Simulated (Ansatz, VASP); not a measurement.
**Si2W: VASP beside Ansatz**

The input INCAR:

```
PREC = Accurate
ENCUT = 520
EDIFF = 1E-6
ISMEAR = 0
SIGMA = 0.15
LREAL = False
LASPH = True
NELM = 100
ALGO = Normal
ISIF = 2
LWAVE = False
LCHARG = False
GGA = PE
NBANDS = 18
```

The input KPOINTS:

```
Automatic mesh
0
Gamma
  18 18 18
```

The input POSCAR:

```
Si2W
1.0
   -1.5501914337      1.5501914337      4.2675219978
    1.5501914337     -1.5501914337      4.2675219978
    1.5501914337      1.5501914337     -4.2675219978
Si W
2 1
Direct
    0.3133835313      0.3133835313      0.0000000000
    0.6866164687      0.6866164687      0.0000000000
    0.0000000000      0.0000000000      0.0000000000
```

Input for Ansatz:

```yaml
crystal:
  lattice:
    - [-1.5501914337, 1.5501914337, 4.2675219978]
    - [1.5501914337, -1.5501914337, 4.2675219978]
    - [1.5501914337, 1.5501914337, -4.2675219978]
  atoms:
    - { symbol: Si, position: [0.3133835313, 0.3133835313, 0.0] }
    - { symbol: Si, position: [0.6866164687, 0.6866164687, 0.0] }
    - { symbol: W, position: [0.0, 0.0, 0.0] }
basis:
  ecutwfc: 420
kpoints:
  mp_grid: { grid: [18, 18, 18] }
hamiltonian:
  xc: pbe
  pseudopotentials: { kind: paw, azcp: { folder: soft_1 } }
scf:
  occupations: { method: gaussian, width: 0.15 }
output:
  forces: true
  stress: true
  eigenvalues: true
```

Alike in both runs: task single point; functional PBE; k mesh 18 × 18 × 18; occupations gaussian, width 0.15 eV; no spin polarisation.

```csv
,VASP,Ansatz
version,VASP 6.6.1,Ansatz 0.2.0
potentials or method,"VASP PAW PBE potentials, release 64 (Si, W_sv), cutoff 520 eV","scalar-relativistic, plane waves, PAW"
valence electrons in the cell,22,22
```

|  | VASP | Ansatz | Ansatz less VASP |
| --- | --- | --- | --- |
| gap on the k mesh at the Fermi level (eV) | none | none | - |
| pressure (GPa) | 0.2 | 0.2 | -0.03 |
| traceless stress, the component that is largest in VASP (GPa) | -26.09 | -26.10 | -0.005 |
| rms of the force components (eV/Å) | 1.069 | 1.074 | +0.0044 |

Atom by atom the forces differ by 0.004 eV/Å (rms over components). A gap of «none» marks a metal or a gap that the smearing closes.

Neither program's run includes spin-orbit coupling.
